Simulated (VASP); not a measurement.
Input of a VASP 6.6.1 run:

INCAR

```
PREC = Accurate
ENCUT = 520
EDIFF = 1E-6
ISMEAR = 0
SIGMA = 0.1
LREAL = False
LASPH = True
NELM = 60
ALGO = Fast
ISIF = 2
LWAVE = False
LCHARG = True
GGA = PS
LELF = True
LVHAR = True
NBANDS = 32
```

The input KPOINTS:

```
regular mesh
0
Gamma
  12 12 4
```

POSCAR

```
AlAu4
1.0
    2.3745233995     -1.6524066490     -0.0484943000
    2.3745233995      1.6524066490     -0.0484943000
   -1.1646706663      0.0000000000     10.5926965988
Al Au
1 4
Direct
    0.0000000000      0.0000000000      0.0000000000
    0.6190430187      0.6190430187      0.8236785405
    0.1923068169      0.1923068169      0.6069604063
    0.8076931831      0.8076931831      0.3930395937
    0.3809569813      0.3809569813      0.1763214595
```

Potentials or basis: VASP PAW PBE potentials, release 64 (Al, Au).

Run with:

```bash
$ cat potpaw_PBE.64/Al/POTCAR potpaw_PBE.64/Au/POTCAR > POTCAR
$ mpirun -np 1 vasp_std > vasp.out
```

(1) Predict the largest force.

(2) What does it give for the pressure?

Results:

(1) 0.746 eV/Å.

(2) 4.3 GPa.

Caveat: the cell differs from its parent crystal (strained and its atoms moved); the PAW data sets were made with another functional, which shifts forces and pressure a little.
